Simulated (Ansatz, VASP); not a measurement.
**One calculation of MgF2, two programs**

```
Mg F
1.0
     3.92455    0.00000    0.00000
     0.00000    3.92455    0.00000
     0.00000    0.00000    2.65324
Mg F
2 4
Direct
  0.00000 0.00000 0.00000
  0.50000 0.50000 0.50000
  0.30050 0.30050 0.00000
  0.69950 0.69950 0.00000
  0.80050 0.19950 0.50000
  0.19950 0.80050 0.50000
```

Change from the starting cell: volume scaled by 0.62, LAPW.

Alike in both runs: task single point; functional PBEsol; k mesh 7 × 7 × 10; occupations fermi-dirac, width 0.08 eV; no spin polarisation.

```csv
,VASP,Ansatz
version,VASP 6.6.1,Ansatz 0.2.0
potentials or method,"VASP PAW PBE potentials, release 64 (Mg, F), cutoff 600 eV","all-electron LAPW, scalar-relativistic"
```

```csv
,VASP,Ansatz,Ansatz less VASP
gap on the k mesh at the Fermi level (eV),10.67,10.69,+0.017
pressure (GPa),136.2,133.0,-3.23
"traceless stress, the component that is largest in VASP (GPa)",0.24,0.30,+0.059
rms of the force components (eV/Å),0.028,0.001,-0.0269
```

VASP's potentials were made for PBE, not for PBEsol. Atom by atom the forces differ by 0.028 eV/Å (rms over components). Both programs put the cell under a high pressure, so it lies far from rest at this level. Ansatz ran all-electron here, and VASP with PAW potentials.

Noted on VASP's run: the cell as given lies far from equilibrium.
